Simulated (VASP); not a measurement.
Runs of VASP 6.6.1 on BAs. The structure is that of space group F-43m (No. 216), or close to it. The cells are those of the table. 

```csv
cell,gap on the mesh (eV),pressure (GPa)
"a = 3.308 Å, angles 60.0°, 2 atoms",1.02,8.8
"a = 3.200 Å, angles 60.0°, 2 atoms",0.92,29.8
"a = 3.327 Å, angles 60.0°, 2 atoms",(a),5.8
"a = 3.349 Å, angles 60.0°, 2 atoms",1.06,(b)
```

Alike in all rows: task single point; level PBEsol; potentials or basis VASP PAW PBE potentials, release 64 (B, As_d); no spin polarisation; k mesh 10 × 10 × 10; cutoff (eV) 560; smearing gaussian 0.01 eV.

**Question.** Fill in the values left out.

**Answer.** (a) 1.04; (b) 2.8.

Caveats: the PAW data sets were made with another functional, which shifts forces and pressure a little; the cell stands under pressure (at least some runs).

A k mesh can miss the band edges, and the runs leave out spin-orbit coupling on As.
